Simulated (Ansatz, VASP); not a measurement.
NaCl in VASP and in Ansatz

```
CELL_PARAMETERS angstrom
-0.02532 3.06196 3.06196
3.06196 -0.02532 3.06196
3.06196 3.06196 -0.02532
ATOMIC_POSITIONS crystal
Na 0.99902 0.99902 0.99902
Cl 0.25098 0.25098 0.25098
```

Change from the starting cell: shear_111 strain -1.2%.

Alike in both runs: task single point; functional PBE; k mesh 8 × 8 × 8; occupations fermi-dirac, width 0.02 eV; no spin polarisation.

|  | VASP | Ansatz |
| --- | --- | --- |
| version | VASP 6.6.1 | Ansatz 0.2.0 |
| potentials or method | VASP PAW PBE potentials, release 64 (Na_pv, Cl) | plane waves, PAW |
| plane-wave cutoff (eV) | 520 | 420 |
| valence electrons in the cell | 14 | 16 |

|  | VASP | Ansatz | Ansatz less VASP |
| --- | --- | --- | --- |
| gap on the k mesh at the Fermi level (eV) | 4.95 | 4.95 | +0.001 |
| pressure (GPa) | 0.9 | 1.0 | +0.01 |

VASP's potentials hold 14 valence electrons a cell and Ansatz's 16, so a difference there can come from the potentials and not from the codes.
